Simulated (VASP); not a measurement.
# PtSe2 (Sudovikovite): single point with PBE

PtSe2 (Sudovikovite):

```xyz
3
Lattice="3.7240 0.0000 0.0000 -1.8620 3.2251 0.0000 0.0000 0.0000 5.0620" Properties=species:S:1:pos:R:3 pbc="T T T"
Pt    0.0000    0.0000    0.0000
Se    0.0000    2.1501    1.2655
Se    1.8620    1.0750    3.7965
```

```json
{"Program": "VASP 6.6.1", "Task": "single point", "Functional": "PBE", "Potentials or basis": "VASP PAW PBE potentials, release 64 (Pt, Se)", "Cutoff": "520 eV", "k mesh": "9 × 9 × 6", "Occupations": "methfessel-paxton, width 0.05 eV", "Spin": "no spin polarisation", "Dipole correction": "no", "Further INCAR settings": "ALGO = Normal; EDIFF = 1e-07; NBANDS = 18"}
```

- Pressure: 7.3 GPa
- Largest force: 0.589 eV/Å
- Band gap on the k mesh: zero (band 11 reaches 6.94 eV, above the bottom of band 12 at 6.56 eV)

Forces on the atoms (eV/Å):
```
Pt   0.000  0.000  0.000
Se   0.000  0.000  0.589
Se   0.000  0.000 -0.589
```

Stress tensor (GPa, compression positive):
```
7.93 0.00 0.00
0.00 7.93 0.00
0.00 0.00 6.01
```

Levels at points of the mesh, in eV from the Fermi level:
```csv
k point,band 8,band 9,band 10,band 11,band 12,band 13,band 14,band 15
"(0.00, 0.00, 0.00)",-2.66,-1.15,-1.15,0.33,1.39,1.39,3.54,4.14
"(0.00, 0.00, 0.50)",-3.03,-1.79,-1.58,-1.58,2.23,2.23,4.73,6.26
```

It took 53 s on 1 thread of Intel Xeon 6975P-C, on a shared host, peak memory 0.22 GiB.

Caveat: spin-orbit coupling is left out, which moves the levels of the heavy elements.
